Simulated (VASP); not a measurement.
# Gd (P6_3/mmc) in VASP: further runs

Gd is run at these levels: PBE; tasks: single point, relaxation of cell and atoms.

Program: VASP 6.6.1. These are calculated values, not measurements. Logs are shortened: lines on timing, memory, paths and dates and some standing lists are left out, and cuts for length are marked.

## Step 1: The cell of the first run

It takes space group P6_3/mmc (No. 194, hexagonal). Conventional cell: a = 3.647 Å, b = 3.647 Å, c = 5.818 Å, α = 90.00°, β = 90.00°, γ = 120.00°. Within 4.7 Å of Gd (site symmetry -6m2) lie 12 Gd at 3.59 to 3.65 Å.

## Step 2: Single point, PBE, collinear spin, ferromagnetic start

Contents of INCAR:

```
SYSTEM = Gd
PREC = Accurate
ENCUT = 520
EDIFF = 1E-6
ISMEAR = 0
SIGMA = 0.05
LREAL = .FALSE.
LASPH = .TRUE.
NELM = 150
ALGO = Normal
ISIF = 2
LWAVE = .FALSE.
LCHARG = .TRUE.
ISPIN = 2
MAGMOM = 7 7
LORBIT = 11
LMAXMIX = 6
GGA = PE
LELF = .TRUE.
LVHAR = .TRUE.
NBANDS = 29
```

Contents of KPOINTS:

```
Automatic mesh
0
G
  6 6 4
  0 0 0
```

Contents of POSCAR:

```
Gd
1.0
    3.6473978350      0.0000000000      0.0000000000
   -1.8236989175      3.1587391828      0.0000000000
    0.0000000000      0.0000000000      5.8181512003
Gd
2
Direct
    0.3333333333      0.6666666667      0.7500000000
    0.6666666667      0.3333333333      0.2500000000
```

Potentials or basis: VASP PAW PBE potentials, release 64 (Gd).

On the command line:

```console
$ cat potpaw_PBE.64/Gd/POTCAR > POTCAR
$ mpirun -np 1 vasp_std > vasp.out
```

OUTCAR:

```text
SYSTEM = Gd
   PREC = Accurate
   ENCUT = 520
   EDIFF = 1E-6
   ISMEAR = 0
   LREAL = .FALSE.
   LASPH = .TRUE.
   NELM = 150
   ISIF = 2
   ISPIN = 2
   LORBIT = 11
   GGA = PE

 ion  position               nearest neighbor table
   1  0.333  0.667  0.750-
   2  0.667  0.333  0.250-

  LATTYP: Found a hexagonal cell.
 ALAT       =     3.6473978350
 C/A-ratio  =     1.5951512458

  Lattice vectors:

 A1 = (   3.6473978350,   0.0000000000,   0.0000000000)
 A2 = (  -1.8236989175,   3.1587391828,   0.0000000000)
 A3 = (   0.0000000000,   0.0000000000,   5.8181512003)

Analysis of symmetry for initial positions (statically):
=====================================================================
 Subroutine PRICEL returns:
 Original cell was already a primitive cell.

 Routine SETGRP: Setting up the symmetry group for a
 hexagonal supercell.

 Subroutine GETGRP returns: Found 24 space group operations
 (whereof 12 operations were pure point group operations)
 out of a pool of 24 trial point group operations.

The static configuration has the point symmetry D_3d.
 The point group associated with its full space group is D_6h.

Analysis of symmetry for dynamics (positions and initial velocities):
=====================================================================
 Subroutine PRICEL returns:
 Original cell was already a primitive cell.

 Routine SETGRP: Setting up the symmetry group for a
 hexagonal supercell.

 Subroutine GETGRP returns: Found 24 space group operations
 (whereof 12 operations were pure point group operations)
 out of a pool of 24 trial point group operations.

The dynamic configuration has the point symmetry D_3d.
 The point group associated with its full space group is D_6h.

Analysis of structural, dynamic, and magnetic symmetry:
=====================================================================
 Subroutine PRICEL returns:
 Original cell was already a primitive cell.

 Routine SETGRP: Setting up the symmetry group for a
 hexagonal supercell.

 Subroutine GETGRP returns: Found 24 space group operations
 (whereof 12 operations were pure point group operations)
[... 115 lines left out ...]
   EFERMI_NEDOS =   21; number of points for ismear=-14 and -15
   IALGO  =     38    algorithm
   IMIX   =      4    mixing-type and parameters
     AMIX     =   0.40;   BMIX     =  1.00
     AMIX_MAG =   1.60;   BMIX_MAG =  1.00
  volume/ion in A,a.u.               =      33.52       226.18
  Fermi-wavevector in a.u.,A,eV,Ry     =   1.330705  2.514667 24.092857  1.770775
  Thomas-Fermi vector in A             =   2.459771
   LORBIT       =     11    0 simple, 1 ext, 2 COOP (PROOUT), +10 PAW based schemes
   GGA     = PE    functional components
   LHFCALC =     F    Hartree Fock is set to
   AEXX    =    0.0000 exact exchange contribution
   IVDW    =     0    specifies the selected vdW correction
   LEPSILON=     F    determine dielectric tensor
   LRPA    =     F    only Hartree local field effects (RPA)
 spin polarized calculation
 Gauss-broadening in eV      SIGMA  =   0.05
  energy-cutoff  :      520.00
  volume of cell :       67.03
 maximum number of plane-waves:      1824
 NGX is ok and might be reduce to    28
   NGX = 13   NGY = 13   NGZ = 21

 number of electron      36.0000009 magnetization      15.3995075

 Free energy of the ion-electron system (eV)
  ---------------------------------------------------
  ext. energy  EPLUGINS =         0.00000000
  ---------------------------------------------------
  free energy    TOTEN  =       -23.41380773 eV

  energy without entropy =      -23.40841707  energy(sigma->0) =      -23.41111240

 E-fermi :   2.8986     XC(G=0):  -9.9124

 val. band max:        2.8961025165   @ k =   0.3333   0.3333   0.2500
 cond. band min:       2.9039487755   @ k =   0.3333   0.1667   0.2500
 fundamental gap:      0.0078462590
 Fermi energy:         2.8986067812

 spin component 1

 k-point     1 :       0.0000    0.0000    0.0000
  band No.  band energies     occupation
      1     -42.4406      1.00000
      2     -42.3761      1.00000
      3     -20.1625      1.00000
      4     -19.5756      1.00000
      5     -19.5756      1.00000
      6     -19.4750      1.00000
[... 661 lines left out ...]
     28       2.9942      0.00342
     29       5.3271      0.00000
 Fermi energy:         2.8986067812

 spin component 2

 k-point     1 :       0.0000    0.0000    0.0000
  band No.  band energies     occupation
      1     -39.1855      1.00000
      2     -39.1042      1.00000
      3     -17.9050      1.00000
      4     -17.1787      1.00000
      5     -17.1787      1.00000
      6     -17.0612      1.00000
[... 661 lines left out ...]
     28       4.5452      0.00000
     29       6.4749      0.00000

------------------------ aborting loop because EDIFF is reached ----------------------------------------

  FORCE on cell =-STRESS in cart. coord.  units (eV):
  Direction    XX          YY          ZZ          XY          YZ          ZX
  --------------------------------------------------------------------------------------
  -------------------------------------------------------------------------------------
  Total        0.0583534      0.0583534      0.0874348      0.0000000      0.0000000      0.0000000
  in kB        1.3947449      1.3947449      2.0898397      0.0000000      0.0000000      0.0000000
  external PRESSURE =       1.6264432 kB  Pullay stress =       0.0000000 kB

 VOLUME and BASIS-vectors are now :
 -----------------------------------------------------------------------------
  energy-cutoff  :      520.00
  volume of cell :       67.03
      direct lattice vectors                 reciprocal lattice vectors
     3.647397835  0.000000000  0.000000000     0.274168063  0.158291005  0.000000000
    -1.823698918  3.158739183  0.000000000     0.000000000  0.316582010  0.000000000
     0.000000000  0.000000000  5.818151200     0.000000000  0.000000000  0.171875904

 POSITION                                       TOTAL-FORCE (eV/Angst)
 -----------------------------------------------------------------------------------
     -0.00000      2.10583      4.36361        -0.000000      0.000000      0.000000
      1.82370      1.05291      1.45454         0.000000     -0.000000      0.000000
 -----------------------------------------------------------------------------------
    total drift:                                0.000000     -0.000000      0.000000

  FREE ENERGIE OF THE ION-ELECTRON SYSTEM (eV)
  ---------------------------------------------------
  free  energy   TOTEN  =       -23.4138077312 eV

  energy  without entropy=      -23.4084170706  energy(sigma->0) =      -23.41111240

 total charge

# of ion       s       p       d       f       tot
--------------------------------------------------
    1        2.073   5.567   0.569   6.978  15.187
    2        2.073   5.567   0.569   6.978  15.187
--------------------------------------------------
tot          4.145  11.135   1.138  13.956  30.374

 magnetization (x)

# of ion       s       p       d       f       tot
--------------------------------------------------
    1        0.004  -0.051   0.234   6.827   7.014
    2        0.004  -0.051   0.234   6.827   7.014
--------------------------------------------------
tot          0.008  -0.102   0.468  13.654  14.028
```

OSZICAR:

```text
N       E                     dE             d eps       ncg     rms          rms(c)
DAV:   1     0.263185914324E+03    0.26319E+03   -0.12248E+04  3289   0.614E+03
DAV:   2     0.431472159743E+02   -0.22004E+03   -0.19696E+03  3493   0.414E+02
[... 33 lines left out ...]
DAV:  36    -0.234138178741E+02   -0.19377E-04   -0.82970E-05  4512   0.123E-01    0.688E-01
DAV:  37    -0.234138209023E+02   -0.30282E-05   -0.16145E-05  3088   0.657E-02    0.319E-01
DAV:  38    -0.234138188920E+02    0.20103E-05   -0.25474E-06  1980   0.781E-02    0.209E-01
DAV:  39    -0.234138132020E+02    0.56900E-05   -0.88493E-06  3403   0.611E-02    0.111E-01
DAV:  40    -0.234138078742E+02    0.53278E-05   -0.49370E-06  2646   0.622E-02    0.468E-02
DAV:  41    -0.234138077312E+02    0.14298E-06   -0.59942E-06  2845   0.684E-02
   1 F= -.23413808E+02 E0= -.23411112E+02  d E =-.539066E-02  mag=    15.3995
```

It took 3.1 min on 1 thread of AMD EPYC 9R45 (Zen 5), shared host; peak memory 0.23 GiB.

Results:

```yaml
Free_energy: -23.4138 eV
Pressure: 0.2 GPa
Net_moment: 15.40 μB per cell
Site_moments: Gd +7.01 μB
Valence_electrons_inside_the_program's_atomic_spheres: Gd 15.19
```

Caveat: spin-orbit coupling is left out, which moves the levels of the heavy elements; semilocal functionals describe open f shells poorly, which spoils levels, moments and volumes. The state reached can hang on the start; a lower one may exist.

## Step 3: Relaxation of cell and atoms, PBE, collinear spin, ferromagnetic start

This run uses another cell than the first one, of 33.16 Å³/atom.

Contents of INCAR:

```
ALGO     = Normal         # electronic algorithm
EDIFF    = 1E-6           # SCF threshold, eV
EDIFFG   = -0.03          # ionic threshold
ENCUT    = 600            # plane-wave cutoff, eV
GGA      = PE             # functional
IBRION   = 2              # ionic algorithm
ISIF     = 3              # what is computed and relaxed
ISMEAR   = 0              # smearing method
ISPIN    = 2              # spin polarisation
LASPH    = T              # aspherical terms in the spheres
LCHARG   = F              # write CHGCAR
LMAXMIX  = 6              # l up to which the mixer works
LORBIT   = 11             # projections on sites
LREAL    = F              # projectors in reciprocal space
LWAVE    = F              # write WAVECAR
MAGMOM   = 7 7            # initial moments
NELM     = 150            # most SCF steps
NSW      = 80             # ionic steps
PREC     = Accurate       # precision mode
SIGMA    = 0.05           # smearing width, eV
```

Contents of KPOINTS:

```
k-points
0
Gamma
  6 6 4
```

Contents of POSCAR:

```
Gd
1.0
    3.6400000000      0.0000000000      0.0000000000
   -1.8200000000      3.1523324698      0.0000000000
    0.0000000000      0.0000000000      5.7803200000
Gd
2
Direct
    0.3333333333      0.6666666667      0.7500000000
    0.6666666667      0.3333333333      0.2500000000
```

Potentials or basis: VASP PAW PBE potentials, release 64 (Gd).

On the command line:

```console
$ cat potpaw_PBE.64/Gd/POTCAR > POTCAR
$ mpirun -np 1 vasp_std > vasp.out
```

It took 7.7 min on 1 thread of AMD EPYC 9R45 (Zen 5), shared host; peak memory 0.26 GiB.

The run converged. Its results:

```
Free energy                                           : -23.4180 eV
Relaxed volume                                        : 33.51 Å³/atom
Relaxed cell                                          : a = 3.646 Å, b = 3.646 Å, c = 5.821 Å, α = 90.00°, β = 90.00°, γ = 120.00°
Space group after relaxing (to 0.1 Å)                 : P6_3/mmc (No. 194)
Energy gained by relaxing                             : 0.5 meV/atom
Ionic steps                                           : 4
Pressure after relaxing                               : -0.1 GPa
Net moment                                            : 15.40 μB per cell
Site moments                                          : Gd +7.02 μB
Valence electrons inside the program's atomic spheres : Gd 15.19
```

The path:
| step | energy change (eV) | largest force (eV/Å) | pressure (GPa) | volume (Å³) |
| --- | --- | --- | --- | --- |
| 1 | 0.0000 | 0.0000 | 0.19 | 66.33 |
| 2 | -0.0008 | 0.0000 | 0.17 | 66.70 |
| 3 | 0.0002 | 0.0000 | -0.39 | 67.76 |
| 4 | -0.0010 | 0.0000 | -0.06 | 67.01 |

Final structure:
```
Gd
1.0
     3.64591    0.00000    0.00000
    -1.82295    3.15745    0.00000
     0.00000    0.00000    5.82112
Gd
2
Direct
  0.33333 0.66667 0.75000
  0.66667 0.33333 0.25000
```

Levels at points of the mesh, in eV from the Fermi level:
Spin up:
```tsv
k point	band 22	band 23	band 24	band 25	band 26	band 27	band 28	band 29
(0.00, 0.00, 0.00)	-4.83	-4.82	-2.50	0.96	1.31	1.31	1.44	1.92
(0.50, 0.00, 0.00)	-4.83	-2.18	-1.73	-1.29	-0.14	1.04	1.08	1.72
(0.00, 0.00, 0.50)	-4.82	-3.61	-3.61	0.45	0.45	1.24	1.24	1.24
(0.50, 0.00, 0.50)	-4.85	-2.16	-2.16	-0.49	-0.49	1.41	1.41	2.54
```
Spin down:
| k point | band 6 | band 7 | band 8 | band 9 | band 10 | band 11 | band 12 | band 13 | band 14 | band 15 |
| --- | --- | --- | --- | --- | --- | --- | --- | --- | --- | --- |
| (0.00, 0.00, 0.00) | -19.96 | -19.96 | -19.96 | -4.12 | -1.37 | 0.33 | 0.35 | 0.41 | 0.46 | 0.46 |
| (0.50, 0.00, 0.00) | -20.26 | -20.17 | -20.05 | -1.02 | -0.84 | -0.55 | 0.35 | 0.41 | 0.47 | 0.47 |
| (0.00, 0.00, 0.50) | -20.02 | -20.02 | -20.02 | -2.59 | -2.59 | 0.25 | 0.25 | 0.44 | 0.44 | 0.44 |
| (0.50, 0.00, 0.50) | -20.17 | -20.15 | -20.15 | -1.29 | -1.29 | 0.23 | 0.23 | 0.44 | 0.44 | 0.48 |

Caveat: spin-orbit coupling is left out, which moves the levels of the heavy elements; semilocal functionals describe open f shells poorly, which spoils levels, moments and volumes. The state reached can hang on the start; a lower one may exist.
